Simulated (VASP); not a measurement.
# C (R-3m) in VASP: relaxation of cell and atoms with PBE+D3(BJ)

Aim: the relaxation of cell and atoms of C with PBE+D3(BJ).

All numbers are computed with VASP 6.6.1; they aren't measurements. Logs are shortened: lines on timing, memory, paths and dates and some standing lists are left out, and cuts for length are marked.

**1. The cell of the first run**

Symmetry: R-3m, No. 166, trigonal system. The conventional cell has a = 2.465 Å, b = 2.465 Å, c = 20.821 Å, α = 90.00°, β = 90.00°, γ = 120.00°. Within 1.9 Å of C (site symmetry 3m) lie 3 C at 1.42 Å. C (site symmetry 3m) has 3 C at 1.42 Å within 1.9 Å.

**2. Relaxation of cell and atoms, PBE+D3(BJ)**

INCAR reads:

```
ALGO = Normal
EDIFF = 1E-7
EDIFFG = -0.005
ENCUT = 600
GGA = PE
IBRION = 2
ISIF = 3
ISMEAR = 0
IVDW = 12
LASPH = T
LCHARG = F
LREAL = F
LWAVE = F
NELM = 100
NSW = 100
PREC = Accurate
SIGMA = 0.01
```

KPOINTS reads:

```
k-points
0
Gamma
  18 18 18
```

POSCAR reads:

```
C
1.0
    1.2324212156      0.7115387206      6.9402570177
   -1.2324212156      0.7115387206      6.9402570177
    0.0000000000     -1.4230774412      6.9402570177
C
4
Direct
    0.0810628915      0.0810628915      0.0810628915
    0.9189371085      0.9189371085      0.9189371085
    0.2522507446      0.2522507446      0.2522507446
    0.7477492554      0.7477492554      0.7477492554
```

Potentials or basis: VASP PAW PBE potentials, release 64 (C).

Run with:

```bash
$ cat potpaw_PBE.64/C/POTCAR > POTCAR
$ mpirun -np 1 vasp_std > vasp.out
```

OUTCAR:

```text
EDIFF = 1E-7
   EDIFFG = -0.005
   ENCUT = 600
   GGA = PE
   IBRION = 2
   ISIF = 3
   ISMEAR = 0
   IVDW = 12
   LASPH = T
   LREAL = F
   NELM = 100
   NSW = 100
   PREC = Accurate
 IVDW          = 12

 ion  position               nearest neighbor table
   1  0.081  0.081  0.081-   4 1.42   4 1.42   4 1.42
   2  0.919  0.919  0.919-   3 1.42   3 1.42   3 1.42
   3  0.252  0.252  0.252-   2 1.42   2 1.42   2 1.42
   4  0.748  0.748  0.748-   1 1.42   1 1.42   1 1.42

  LATTYP: Found a trigonal (rhomboedric) cell.
 ALAT       =     7.0846536172
 COS(alpha) =     0.9394783048

  Lattice vectors:

 A1 = (   1.2324212156,   0.7115387206,   6.9402570177)
 A2 = (  -1.2324212156,   0.7115387206,   6.9402570177)
 A3 = (   0.0000000000,  -1.4230774412,   6.9402570177)

Analysis of symmetry for initial positions (statically):
=====================================================================
 Subroutine PRICEL returns:
 Original cell was already a primitive cell.

 Routine SETGRP: Setting up the symmetry group for a
 trigonal (rhombohedral) supercell.

 Subroutine GETGRP returns: Found 12 space group operations
 (whereof 12 operations were pure point group operations)
 out of a pool of 12 trial point group operations.

The static configuration has the point symmetry D_3d.

Analysis of symmetry for dynamics (positions and initial velocities):
=====================================================================
 Subroutine PRICEL returns:
 Original cell was already a primitive cell.

 Routine SETGRP: Setting up the symmetry group for a
 trigonal (rhombohedral) supercell.

 Subroutine GETGRP returns: Found 12 space group operations
 (whereof 12 operations were pure point group operations)
 out of a pool of 12 trial point group operations.

The dynamic configuration has the point symmetry D_3d.

 Subroutine INISYM returns: Found 12 space group operations
 (whereof 12 operations are pure point group operations),
 and found     1 'primitive' translations

----------------------------------------------------------------------------------------

                                     Primitive cell

  volume of cell :      36.5161

  direct lattice vectors                    reciprocal lattice vectors
     1.232421216  0.711538721  6.940257018     0.405705447  0.234234149  0.048028961
    -1.232421216  0.711538721  6.940257018    -0.405705447  0.234234149  0.048028961
     0.000000000 -1.423077441  6.940257018     0.000000000 -0.468468298  0.048028961

  length of vectors
     7.084653617  7.084653617  7.084653617     0.470923908  0.470923908  0.470923908

  position of ions in fractional coordinates (direct lattice)
     0.081062891  0.081062891  0.081062891
     0.918937109  0.918937109  0.918937109
     0.252250745  0.252250745  0.252250745
     0.747749255  0.747749255  0.747749255

  ion indices of the primitive-cell ions
   primitive index   ion index
                 1           1
                 2           2
                 3           3
                 4           4

----------------------------------------------------------------------------------------

 KPOINTS: k-points

Automatic generation of k-mesh.
 Grid dimensions read from file:
 generate k-points for:   18   18   18

 Generating k-lattice:

  Cartesian coordinates                     Fractional coordinates (reciprocal lattice)
     0.022539191  0.013013008  0.002668276     0.055555556 -0.000000000  0.000000000
    -0.022539191  0.013013008  0.002668276    -0.000000000  0.055555556  0.000000000
     0.000000000 -0.026026017  0.002668276     0.000000000  0.000000000  0.055555556

  Length of vectors
     0.026162439  0.026162439  0.026162439

  Shift w.r.t. Gamma in fractional coordinates (k-lattice)
     0.000000000  0.000000000  0.000000000

 Subroutine IBZKPT returns following result:
 ===========================================

 Found    580 irreducible k-points:

 Following reciprocal coordinates:
            Coordinates               Weight
  0.000000  0.000000  0.000000      1.000000
  0.055556 -0.000000  0.000000      6.000000
  0.111111 -0.000000  0.000000      6.000000
  0.166667 -0.000000  0.000000      6.000000
  0.222222  0.000000  0.000000      6.000000
  0.277778  0.000000  0.000000      6.000000
[... 16 lines left out ...]
 -0.277778  0.055556 -0.000000     12.000000
 -0.222222  0.055556 -0.000000     12.000000
 [... further k-points ...]
   k-points           NKPTS =    580   k-points in BZ     NKDIM =    580   number of bands    NBANDS=     12
   number of dos      NEDOS =    301   number of ions     NIONS =      4
   total plane-waves  NPLWV = 216000
   dimension x,y,z NGX =    60 NGY =   60 NGZ =   60
   dimension x,y,z NGXF=   120 NGYF=  120 NGZF=  120
   ions per type =               4
   NGX,Y,Z   is equivalent  to a cutoff of  14.08, 14.08, 14.08 a.u.
   NGXF,Y,Z  is equivalent  to a cutoff of  28.16, 28.16, 28.16 a.u.
 SYSTEM =  unknown system
   PREC   = accura    normal or accurate (medium, high low for compatibility)
   ISTART =      0    job   : 0-new  1-cont  2-samecut
   ICHARG =      2    charge: 1-file 2-atom 10-const
   ISPIN  =      1    spin polarized calculation?
   LNONCOLLINEAR =      F non collinear calculations
   LSORBIT =      F    spin-orbit coupling
   LASPH  =      T    aspherical Exc in radial PAW
   ENCUT  =  600.0 eV  44.10 Ry    6.64 a.u.  14.15 14.15 14.15*2*pi/ulx,y,z
   NELM   =    100;   NELMIN=  2; NELMDL= -5     # of ELM steps
   EDIFF  = 0.1E-06   stopping-criterion for ELM
   LREAL  =      F    real-space projection
   EDIFFG = -.5E-02   stopping-criterion for IOM
   NSW    =    100    number of steps for IOM
   IBRION =      2    ionic relax: 0-MD 1-quasi-New 2-CG
   NFREE  =      1    steps in history (QN), initial steepest desc. (CG)
   ISIF   =      3    stress and relaxation
   ISYM   =      2    0-nonsym 1-usesym 2-fastsym
   POTIM  = 0.5000    time-step for ionic-motion
   TEBEG  =    0.0;   TEEND  =   0.0 temperature during run
   PSTRESS=    0.0 pullay stress
   NELECT =      16.0000    total number of electrons
   NUPDOWN=      -1.0000    fix difference up-down
   EMIN   =  10.00;   EMAX   =-10.00  energy-range for DOS
   EFERMI =   0.00;   METHOD = LEGACY
   ISMEAR =     0;   SIGMA  =   0.01  broadening in eV -4-tet -1-fermi 0-gaus
   EFERMI_NEDOS =   21; number of points for ismear=-14 and -15
   IALGO  =     38    algorithm
   IMIX   =      4    mixing-type and parameters
     AMIX     =   0.40;   BMIX     =  1.00
     AMIX_MAG =   1.60;   BMIX_MAG =  1.00
  volume/ion in A,a.u.               =       9.13        61.61
  Fermi-wavevector in a.u.,A,eV,Ry     =   1.243426  2.349735 21.036084  1.546109
  Thomas-Fermi vector in A             =   2.377737
   LORBIT       =      0    0 simple, 1 ext, 2 COOP (PROOUT), +10 PAW based schemes
   GGA     = PE    functional components
   LHFCALC =     F    Hartree Fock is set to
   AEXX    =    0.0000 exact exchange contribution
   IVDW    =    12    specifies the selected vdW correction
   LEPSILON=     F    determine dielectric tensor
   LRPA    =     F    only Hartree local field effects (RPA)
 conjugate gradient relaxation of ions
 non-spin polarized calculation
 Gauss-broadening in eV      SIGMA  =   0.01
  energy-cutoff  :      600.00
  volume of cell :       36.52
 maximum number of plane-waves:      1243
 NGX is ok and might be reduce to    60
   NGX = 29   NGY = 29   NGZ = 29

--------------------------------------- Ionic step        1  -------------------------------------------

 number of electron      16.0000000 magnetization

 Free energy of the ion-electron system (eV)
  ---------------------------------------------------
  ext. energy  EPLUGINS =         0.00000000
  ---------------------------------------------------
  free energy    TOTEN  =       -36.86177637 eV

  energy without entropy =      -36.86177637  energy(sigma->0) =      -36.86177637

------------------------ aborting loop because EDIFF is reached ----------------------------------------

 Edisp (eV)   -0.60092

 E8    (eV) :    -0.1696

  FORCE on cell =-STRESS in cart. coord.  units (eV):
  Direction    XX          YY          ZZ          XY          YZ          ZX
  --------------------------------------------------------------------------------------
  -------------------------------------------------------------------------------------
  Total       0.04188     0.04188    -0.08396    -0.00000    -0.00000     0.00000
  in kB       1.83746     1.83746    -3.68401    -0.00000    -0.00000     0.00000
  external pressure =       -0.00 kB  Pullay stress =        0.00 kB

 VOLUME and BASIS-vectors are now :
 -----------------------------------------------------------------------------
  energy-cutoff  :      600.00
  volume of cell :       36.52
      direct lattice vectors                 reciprocal lattice vectors
     1.232421216  0.711538721  6.940257018     0.405705447  0.234234149  0.048028961
    -1.232421216  0.711538721  6.940257018    -0.405705447  0.234234149  0.048028961
     0.000000000 -1.423077441  6.940257018     0.000000000 -0.468468298  0.048028961
[... 253 lines left out ...]
 POSITION                                       TOTAL-FORCE (eV/Angst)
 -----------------------------------------------------------------------------------
      0.00000      0.00000      1.66642         0.000000      0.000000      0.000692
      0.00000      0.00000     18.87812        -0.000000     -0.000000     -0.000692
      0.00000      0.00000      5.18132        -0.000000     -0.000000     -0.001874
      0.00000      0.00000     15.36322         0.000000      0.000000      0.001874
 -----------------------------------------------------------------------------------
    total drift:                               -0.000000      0.000000      0.000000

  FREE ENERGIE OF THE ION-ELECTRON SYSTEM (eV)
  ---------------------------------------------------
  free  energy   TOTEN  =       -37.4631552657 eV

  energy  without entropy=      -37.4631552657  energy(sigma->0) =      -37.46315527

--------------------------------------- Ionic step        8  -------------------------------------------

 number of electron      16.0000000 magnetization

 Free energy of the ion-electron system (eV)
  ---------------------------------------------------
  ext. energy  EPLUGINS =         0.00000000
  ---------------------------------------------------
  free energy    TOTEN  =       -36.85427082 eV

  energy without entropy =      -36.85427082  energy(sigma->0) =      -36.85427082

 E-fermi :   4.4703     XC(G=0): -10.1575

 val. band max:        4.3540618612   @ k =  -0.3333   0.3333   0.0000
 cond. band min:       4.6148071121   @ k =  -0.3333   0.3333   0.0000
 fundamental gap:      0.2607452509
 Fermi energy:         4.4703021658

 k-point     1 :       0.0000    0.0000    0.0000
  band No.  band energies     occupation
      1     -15.1483      2.00000
      2     -14.8910      2.00000
      3      -3.9452      2.00000
      4      -2.1756      2.00000
      5       1.4729      2.00000
      6       1.4729      2.00000
      7       1.4740      2.00000
      8       1.4740      2.00000
      9       8.5947      0.00000
     10      12.8263      0.00000
     11      12.8278      0.00000
     12      12.8329      0.00000

 k-point     2 :       0.0556   -0.0000    0.0000
  band No.  band energies     occupation
      1     -15.0745      2.00000
      2     -14.8187      2.00000
      3      -3.8547      2.00000
      4      -2.0932      2.00000
      5       1.1708      2.00000
      6       1.1802      2.00000
      7       1.3139      2.00000
      8       1.3200      2.00000
      9       8.6883      0.00000
     10      12.8666      0.00000
     11      12.8705      0.00000
     12      13.1451      0.00000
[... 316 lines left out ...]
 k-point    24 :      -0.2222    0.0556   -0.0000
  band No.  band energies     occupation
      1     -13.6144      2.00000
      2     -13.3842      2.00000
      3      -2.9522      2.00000
      4      -2.8993      2.00000
      5      -2.0944      2.00000
      6      -0.7685      2.00000
      7      -0.7519      2.00000
      8      -0.4691      2.00000
      9      10.5098      0.00000
     10      11.4734      0.00000
     11      11.8267      0.00000
     12      12.8437      0.00000

 [... further k-points ...]

------------------------ aborting loop because EDIFF is reached ----------------------------------------

 Edisp (eV)   -0.60890

 E8    (eV) :    -0.1721

  FORCE on cell =-STRESS in cart. coord.  units (eV):
  Direction    XX          YY          ZZ          XY          YZ          ZX
  --------------------------------------------------------------------------------------
  -------------------------------------------------------------------------------------
  Total       0.01084     0.01084     0.00288     0.00000     0.00000     0.00000
  in kB       0.48071     0.48071     0.12770     0.00000     0.00000     0.00000
  external pressure =        0.36 kB  Pullay stress =        0.00 kB

 VOLUME and BASIS-vectors are now :
 -----------------------------------------------------------------------------
  energy-cutoff  :      600.00
  volume of cell :       36.12
      direct lattice vectors                 reciprocal lattice vectors
     1.232498290  0.711583220  6.863797730     0.405680076  0.234219501  0.048563980
    -1.232498290  0.711583220  6.863797730    -0.405680076  0.234219501  0.048563980
     0.000000000 -1.423166440  6.863797730     0.000000000 -0.468439002  0.048563980

 POSITION                                       TOTAL-FORCE (eV/Angst)
 -----------------------------------------------------------------------------------
      0.00000      0.00000      1.67005         0.000000      0.000000      0.000841
      0.00000      0.00000     18.92135        -0.000000      0.000000     -0.000841
      0.00000      0.00000      5.19332        -0.000000      0.000000     -0.001817
      0.00000      0.00000     15.39807         0.000000     -0.000000      0.001817
 -----------------------------------------------------------------------------------
    total drift:                                0.000000      0.000000     -0.000000

  FREE ENERGIE OF THE ION-ELECTRON SYSTEM (eV)
  ---------------------------------------------------
  free  energy   TOTEN  =       -37.4631754576 eV

  energy  without entropy=      -37.4631754576  energy(sigma->0) =      -37.46317546

 reached required accuracy - stopping structural energy minimisation
```

It took 1.8 h on 1 thread of Intel Xeon Platinum 8259CL at 2.50GHz (Skylake/Cascade Lake), shared host; peak memory 0.67 GiB.

What came out:

* Free energy: -37.4632 eV
* Relaxed volume: 9.03 Å³/atom
* Relaxed cell: a = 7.010 Å, b = 7.010 Å, c = 7.010 Å, α = 20.25°, β = 20.25°, γ = 20.25°
* Space group after relaxing (to 0.1 Å): R-3m (No. 166)
* Energy gained by relaxing: 0.1 meV/atom
* Ionic steps: 8
* Pressure after relaxing: 0.0 GPa
* Dispersion energy per atom: -0.152 eV

Step by step:
```csv
step,energy change (eV),largest force (eV/Å),pressure (GPa),volume (Å³)
1,0.0000,0.0016,0.00,36.52
2,0.0000,0.0017,-0.42,36.52
3,-0.0001,0.0016,-0.34,36.52
4,-0.0001,0.0016,-0.31,36.49
5,-0.0002,0.0017,-0.26,36.43
6,-0.0004,0.0018,-0.14,36.30
7,-0.0005,0.0019,0.11,36.03
8,-0.0005,0.0018,0.04,36.12
```

Final structure:
```yaml
crystal:
  lattice:
    - [1.23250, 0.71158, 6.86380]
    - [-1.23250, 0.71158, 6.86380]
    - [0.00000, -1.42317, 6.86380]
  atoms:
    - { symbol: C, position: [0.08110, 0.08110, 0.08110] }
    - { symbol: C, position: [0.91890, 0.91890, 0.91890] }
    - { symbol: C, position: [0.25221, 0.25221, 0.25221] }
    - { symbol: C, position: [0.74779, 0.74779, 0.74779] }
```
